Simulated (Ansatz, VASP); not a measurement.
One calculation of ReAu2Br6, two programs

```
Re Au Br
1.0
     6.81389    0.00000    0.00000
    -3.40695    5.90101    0.00000
    -3.40695    1.96700    5.78113
Re Au Br
1 2 6
Direct
  0.50000 0.50000 0.50010
  0.76570 0.23430 0.29700
  0.23430 0.76570 0.70300
  0.37217 0.26833 0.25641
  0.73167 0.84743 0.25641
  0.15257 0.62783 0.25641
  0.62783 0.73167 0.74359
  0.26833 0.15257 0.74359
  0.84743 0.37217 0.74359
```

Alike in both runs: task single point; functional r2SCAN; k mesh 3 × 3 × 3; no spin polarisation; Hubbard terms Re d U = 1.0 eV.

```csv
,VASP,Ansatz
version,VASP 6.6.1,Ansatz 0.2.0
potentials or method,"VASP PAW PBE potentials, release 64 (Re, Au, Br), cutoff 520 eV",PAW plane waves
occupations,"fermi-dirac, width 0.1 eV",fermi-dirac
valence electrons in the cell,71,95
```

|  | VASP | Ansatz | Ansatz less VASP |
| --- | --- | --- | --- |
| gap on the k mesh at the Fermi level (eV) | none | none | - |
| pressure (GPa) | 2.2 | 2.0 | -0.22 |
| traceless stress, the component that is largest in VASP (GPa) | 1.16 | 1.15 | -0.006 |
| rms of the force components (eV/Å) | 0.408 | 0.378 | -0.0304 |

VASP's potentials were made for PBE, not for r2SCAN. The programs project onto different local orbitals, so the same U acts differently, and such runs can settle in different states. Atom by atom the forces differ by 0.033 eV/Å (rms over components). A gap of «none» marks a metal or a gap that the smearing closes. VASP's potentials hold 71 valence electrons a cell and Ansatz's 95, so a difference there can come from the potentials and not from the codes. Ansatz's warnings: filled band counts differ across k points, structure snapped to symmetry.

The k mesh is coarse, so the values compare programs but aren't converged. Neither program's run includes spin-orbit coupling.
